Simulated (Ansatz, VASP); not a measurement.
## BaZnPF: VASP beside Ansatz

File INCAR:

```
  PREC = Accurate
  ENCUT = 520
  EDIFF = 1E-6
  ISMEAR = 0
  SIGMA = 0.01
  LREAL = F
  LASPH = T
  NELM = 100
  ALGO = Normal
  ISIF = 2
  LWAVE = F
  LCHARG = F
  GGA = PE
  NBANDS = 44
```

Contents of KPOINTS:

```
Automatic mesh
0
Gamma
  6 6 2
```

The input POSCAR:

```
BaZnPF
1.0
    4.2128079878      0.0000000000      0.0000000000
    0.0000000000      4.2128079878      0.0000000000
    0.0000000000      0.0000000000      9.6173648345
Ba Zn P F
2 2 2 2
Direct
    0.5000000000      0.0000000000      0.3309021137
    0.0000000000      0.5000000000      0.6690978863
    0.5000000000      0.5000000000      0.0000000000
    0.0000000000      0.0000000000      0.0000000000
    0.0000000000      0.5000000000      0.1484729584
    0.5000000000      0.0000000000      0.8515270416
    0.5000000000      0.5000000000      0.5000000000
    0.0000000000      0.0000000000      0.5000000000
```

Input for Ansatz:

```yaml
crystal:
  lattice:
    - [4.2128079878, 0.0, 0.0]
    - [0.0, 4.2128079878, 0.0]
    - [0.0, 0.0, 9.6173648345]
  atoms:
    - { symbol: Ba, position: [0.5, 0.0, 0.3309021137] }
    - { symbol: Ba, position: [0.0, 0.5, 0.6690978863] }
    - { symbol: Zn, position: [0.5, 0.5, 0.0] }
    - { symbol: Zn, position: [0.0, 0.0, 0.0] }
    - { symbol: P, position: [0.0, 0.5, 0.1484729584] }
    - { symbol: P, position: [0.5, 0.0, 0.8515270416] }
    - { symbol: F, position: [0.5, 0.5, 0.5] }
    - { symbol: F, position: [0.0, 0.0, 0.5] }
kpoints:
  mp_grid: { grid: [6, 6, 2] }
hamiltonian:
  xc: pbe
scf:
  occupations: { method: fixed }
  n_extra_bands: 6
output:
  forces: true
  stress: true
  eigenvalues: true
```

Alike in both runs: task single point; functional PBE; k mesh 6 × 6 × 2; no spin polarisation.

```csv
,VASP,Ansatz
version,VASP 6.6.1,Ansatz 0.2.0
potentials or method,"VASP PAW PBE potentials, release 64 (Ba_sv, Zn, P, F)","plane waves, PAW"
plane-wave cutoff (eV),520,420
occupations,"gaussian, width 0.01 eV",fixed
valence electrons in the cell,68,68
```

|  | VASP | Ansatz | Ansatz less VASP |
| --- | --- | --- | --- |
| gap on the k mesh at the Fermi level (eV) | 0.44 | 0.44 | -0.006 |
| pressure (GPa) | -1.0 | -1.7 | -0.66 |
| traceless stress, the component that is largest in VASP (GPa) | 0.07 | 0.04 | -0.029 |
| rms of the force components (eV/Å) | 0.045 | 0.054 | +0.0088 |

Atom by atom the forces differ by 0.036 eV/Å (rms over components).

Neither program's run includes spin-orbit coupling.
